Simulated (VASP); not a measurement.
**Li: single point with PBE**

The system is Li.

```xyz
2
Lattice="1.3919 -0.8036 4.5815 0.0000 1.6073 4.5815 -1.3919 -0.8036 4.5815" Properties=species:S:1:pos:R:3 pbc="T T T"
Li    0.0000    0.0000    3.4361
Li    0.0000    0.0000   -3.4361
```

- Program: VASP 6.6.1
- Task: single point
- Functional: PBE
- Potentials or basis: VASP PAW PBE potentials, release 64 (Li_sv)
- Cutoff: 520 eV
- k mesh: 13 × 13 × 13
- Occupations: fermi-dirac, width 0.08 eV
- Spin: no spin polarisation

```
Band gap on the k mesh : zero (band 3 reaches 3.26 eV, above the bottom of band 4 at -1.03 eV)
```

Levels at points of the mesh, in eV from the Fermi level:
```tsv
k point	band 1	band 2	band 3	band 4	band 5	band 6	band 7	band 8
(0.00, 0.00, 0.00)	-46.11	-46.06	-3.90	-0.22	3.89	15.42	15.42	17.28
```

It took 75 s on 1 thread of Intel(R) Xeon(R) Platinum 8488C (Sapphire Rapids), with other jobs on the host, peak memory 0.21 GiB.
